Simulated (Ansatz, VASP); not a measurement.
BN in VASP and in Ansatz

```
CELL_PARAMETERS angstrom
2.49824 0.00000 0.00000
-1.24912 2.16354 0.00000
0.00000 0.00000 6.63570
ATOMIC_POSITIONS crystal
B 0.33333 0.66667 0.25000
B 0.66667 0.33333 0.75000
N 0.33333 0.66667 0.75000
N 0.66667 0.33333 0.25000
```

Alike in both runs: task single point; functional RPBE; k mesh 9 × 9 × 3; no spin polarisation.

|  | VASP | Ansatz |
| --- | --- | --- |
| version | VASP 6.6.1 | Ansatz 0.2.0 |
| potentials or method | VASP PAW PBE potentials, release 64 (B, N) | plane waves, PAW |
| plane-wave cutoff (eV) | 600 | 420 |
| occupations | gaussian, width 0.01 eV | fixed |
| valence electrons in the cell | 16 | 16 |

VASP gave:

| Quantity | Value |
| --- | --- |
| gap on the k mesh at the Fermi level (eV) | 4.53 |
| pressure (GPa) | 9.0 |
| traceless stress, the component that is largest in VASP (GPa) | -4.03 |

Q: Which values does Ansatz return?

A: gap on the k mesh at the Fermi level (eV): 4.54; pressure (GPa): 9.0; traceless stress, the component that is largest in VASP (GPa): -3.89.

VASP's potentials were made for PBE, not for RPBE.
